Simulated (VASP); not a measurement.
Wanted: the native input for a VASP 6.6.1 run.

- Task: single point
- Functional: PBE
- Potentials or basis: VASP PAW PBE potentials, release 64 (Si)
- Cutoff: 520 eV
- k mesh: 8 × 8 × 8
- Occupations: gaussian, width 0.05 eV
- Spin: no spin polarisation
- Dipole correction: no
- Further INCAR settings: ALGO = Normal; EDIFF = 1e-06; NBANDS = 11

The structure of Si lies in POSCAR:

```
Si
1.0
    0.0000000000      2.9091016420      2.6869023391
    2.6082779704      0.0000000000      2.6869023391
    2.6082779704      2.9091016420      0.0000000000
Si
2
Direct
    0.5000000000      0.5000000000      0.5000000000
    0.7500000000      0.7500000000      0.7500000000
```

This cell differs from its parent crystal: strain +e along x and -e along y -0.0550, strain +e along z and -e/2 along x and y -0.0175.

The input as run:

INCAR

```
ALGO = Normal
EDIFF = 1E-6
ENCUT = 520
GGA = PE
ISIF = 2
ISMEAR = 0
LASPH = True
LCHARG = False
LREAL = False
LWAVE = False
NBANDS = 11
NELM = 100
PREC = Accurate
SIGMA = 0.05
```

KPOINTS

```
k-points
0
Gamma
  8 8 8
```

Potentials or basis: VASP PAW PBE potentials, release 64 (Si).

The run is started by

```console
$ cat potpaw_PBE.64/Si/POTCAR > POTCAR
$ mpirun -np 1 vasp_std > vasp.out
```

Results of the run:

```
Pressure               : 0.0 GPa
Band gap on the k mesh : zero (band 4 reaches 5.99 eV, above the bottom of band 5 at 5.90 eV)
```

Caveat: the cell differs from its parent crystal (strain +e along x and -e along y -0.0550, strain +e along z and -e/2 along x and y -0.0175).

Wall time 44 s on 1 thread of AMD EPYC 7R43 64-Core Processor (Zen 3), on a shared host, peak memory 0.14 GiB.
